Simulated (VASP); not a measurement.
Runs of VASP 6.6.1 on SiC. The structure is that of space group F-43m (No. 216), or close to it. The cells are those of the table. 

```tsv
task	cell	k mesh	smearing	gap on the mesh (eV)	pressure (GPa)
single point	a = 3.128 Å, angles 60.0°, 2 atoms	10 × 10 × 10	gaussian 0.02 eV	1.40	-6.1
single point	a = 3.097 Å, angles 60.0°, 2 atoms	10 × 10 × 10	gaussian 0.02 eV	1.37	-0.2
single point	a = 3.117 Å, angles 60.0°, 2 atoms	10 × 10 × 10	gaussian 0.01 eV	1.39	-4.2
relaxation of cell and atoms	relaxed from a = 3.082 Å, angles 60.0°, 2 atoms	10 × 10 × 10	gaussian 0.02 eV	1.37	0.0
single point	a = 3.034 Å, angles 60.0°, 2 atoms	10 × 10 × 10	gaussian 0.02 eV	1.31	(b)
single point	a = 3.001 Å, angles 60.0°, 2 atoms	10 × 10 × 10	gaussian 0.02 eV	1.28	23.8
single point	a = 3.076 Å, angles 60.0°, 2 atoms	10 × 10 × 10	gaussian 0.01 eV	1.35	4.3
single point	a = 3.082 Å, angles 60.0°, 2 atoms	8 × 8 × 8	gaussian 0.1 eV	(c)	(a)
```

Alike in all rows: level PBE; potentials or basis VASP PAW PBE potentials, release 64 (Si, C); no spin polarisation; cutoff (eV) 600.

Problem. Estimate the missing entries.

Solution. (a) 3.1; (b) 14.6; (c) 1.36.

Caveats: the cell stands under pressure (at least some runs); the cell stands under tension (at least some runs).

A k mesh can miss the band edges.
